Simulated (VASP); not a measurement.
Set up this calculation in VASP 6.6.1, as the native input.

| Property | Result |
| --- | --- |
| Task | single point |
| Functional | PBE0 |
| Potentials or basis | VASP PAW PBE potentials, release 64 (H, Pb_d, N, O) |
| Cutoff | 520 eV |
| k mesh | 3 × 3 × 2 |
| Occupations | fermi-dirac, width 0.05 eV |
| Spin | no spin polarisation |
| Dipole correction | no |
| Grid for exact exchange (PRECFOCK) | Fast |
| Further INCAR settings | ALGO = Normal; EDIFF = 1e-07; NBANDS = 31 |
| Share of exact exchange | 0.25 |

Crystal: HPbNO4.

```
H Pb N O
1.0
     3.85707    0.00178   -0.03658
     0.17353    4.33436   -0.01647
     0.75803    0.83873    5.87662
H Pb N O
1 1 1 4
Direct
  0.61511 0.89559 0.19844
  0.64597 0.44651 0.91685
  0.71474 0.23810 0.50058
  0.16958 0.47007 0.77768
  0.62919 0.97045 0.49845
  0.56424 0.92583 0.03849
  0.78022 0.42250 0.31951
```

The input as run:

POSCAR

```
HPbNO4
1.0
    3.8570700000      0.0017800000     -0.0365800000
    0.1735300000      4.3343600000     -0.0164700000
    0.7580300000      0.8387300000      5.8766200000
H Pb N O
1 1 1 4
Direct
    0.6151100000      0.8955900000      0.1984400000
    0.6459700000      0.4465100000      0.9168500000
    0.7147400000      0.2381000000      0.5005800000
    0.1695800000      0.4700700000      0.7776800000
    0.6291900000      0.9704500000      0.4984500000
    0.5642400000      0.9258300000      0.0384900000
    0.7802200000      0.4225000000      0.3195100000
```

INCAR.step1

```
SYSTEM = HPbNO4
ALGO = Normal
EDIFF = 1E-5
ENCUT = 520
GGA = PE
ISIF = 2
ISMEAR = -1
LASPH = .TRUE.
LCHARG = .FALSE.
LREAL = .FALSE.
LWAVE = .TRUE.
NBANDS = 31
NELM = 80
PREC = Accurate
SIGMA = 0.05
```

INCAR.step2

```
SYSTEM = HPbNO4
AEXX = 0.25
ALGO = Normal
EDIFF = 1E-7
ENCUT = 520
GGA = PE
ISIF = 2
ISMEAR = -1
ISTART = 1
LASPH = .TRUE.
LCHARG = .FALSE.
LHFCALC = .TRUE.
LREAL = .FALSE.
LWAVE = .FALSE.
NBANDS = 31
NELM = 80
PREC = Accurate
PRECFOCK = Fast
SIGMA = 0.05
```

KPOINTS

```
k-points
0
G
  3 3 2
  0 0 0
```

Potentials or basis: VASP PAW PBE potentials, release 64 (H, Pb_d, N, O).

The run is started by

```sh
$ cat potpaw_PBE.64/H/POTCAR potpaw_PBE.64/Pb_d/POTCAR potpaw_PBE.64/N/POTCAR potpaw_PBE.64/O/POTCAR > POTCAR
$ cp INCAR.step1 INCAR
$ mpirun -np 1 vasp_std > vasp.out
$ cp INCAR.step2 INCAR
$ mpirun -np 1 vasp_std > vasp.out
```

It gave:

The pressure is -5.8 GPa. The largest force is 0.705 eV/Å and the band gap on the k mesh is 1.48 eV (least direct gap 1.56 eV).

Caveat: the k points lie up to 0.55 Å⁻¹ apart; the standard files for N, O and F lose accuracy on very short bonds; the PAW data sets were made with another functional, which shifts forces and pressure a little; spin-orbit coupling is left out, which moves the levels of the heavy elements.

Wall time 10 min on 1 thread of AMD EPYC 7R13 Processor (Zen 3), on a shared host, peak memory 0.21 GiB.
